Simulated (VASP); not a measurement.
# SnGe4: single point with PBE

Crystal: SnGe4.

```
Sn Ge
1.0
     1.54942    0.89456   12.65097
    -1.54942    0.89456   12.65097
     0.00000   -1.78912   12.65097
Sn Ge
1 4
Cartesian
  0.0000 0.0000 0.0000
  0.0000 0.0000 22.7717
  0.0000 0.0000 7.5906
  0.0000 0.0000 30.3623
  0.0000 0.0000 15.1812
```

| Item | Value |
| --- | --- |
| Program | VASP 6.6.1 |
| Task | single point |
| Functional | PBE |
| Potentials or basis | VASP PAW PBE potentials, release 64 (Sn_d, Ge_d) |
| Cutoff | 520 eV |
| k mesh | 6 × 6 × 6 |
| Occupations | gaussian, width 0.1 eV |
| Spin | no spin polarisation |
| Dipole correction | no |
| Further INCAR settings | ALGO = Normal; EDIFF = 1e-07; NBANDS = 43 |

The pressure is 2.2 GPa, the largest force is 0.654 eV/Å and the band gap on the k mesh is zero (bands 35 and 36 overlap by 8.36 eV).

Forces on the atoms (eV/Å):
```
Sn   0.000  0.000  0.000
Ge   0.000  0.000 -0.654
Ge   0.000  0.000  0.020
Ge   0.000  0.000 -0.020
Ge   0.000  0.000  0.654
```

Stress tensor (GPa, compression positive):
```
 3.67  0.00  0.00
 0.00  3.67  0.00
 0.00  0.00 -0.68
```

Levels at points of the mesh, in eV from the Fermi level:
| k point | band 31 | band 32 | band 33 | band 34 | band 35 | band 36 | band 37 | band 38 | band 39 | band 40 |
| --- | --- | --- | --- | --- | --- | --- | --- | --- | --- | --- |
| (0.00, 0.00, 0.00) | -3.68 | -3.36 | 2.72 | 2.78 | 6.18 | 6.18 | 6.35 | 6.35 | 6.96 | 6.96 |
| (0.50, 0.00, 0.00) | -5.24 | -3.66 | -3.41 | -3.14 | -2.69 | 0.96 | 1.00 | 2.20 | 2.28 | 2.59 |
| (0.50, 0.50, 0.00) | -4.96 | -4.52 | -4.04 | -2.33 | -1.95 | 0.12 | 0.22 | 2.34 | 2.36 | 3.20 |
| (0.50, 0.50, 0.50) | -5.22 | -0.67 | -0.53 | 6.03 | 6.14 | 6.14 | 6.41 | 6.45 | 6.45 | 6.81 |

Wall time 38 min on 1 thread of AMD EPYC 9R45 96-Core Processor (Zen 5), on a shared host, peak memory 1.4 GiB.

Caveat: the k points lie up to 0.39 Å⁻¹ apart, too coarse for converged energies and pressures of a metal; spin-orbit coupling is left out, which moves the levels of the heavy elements.
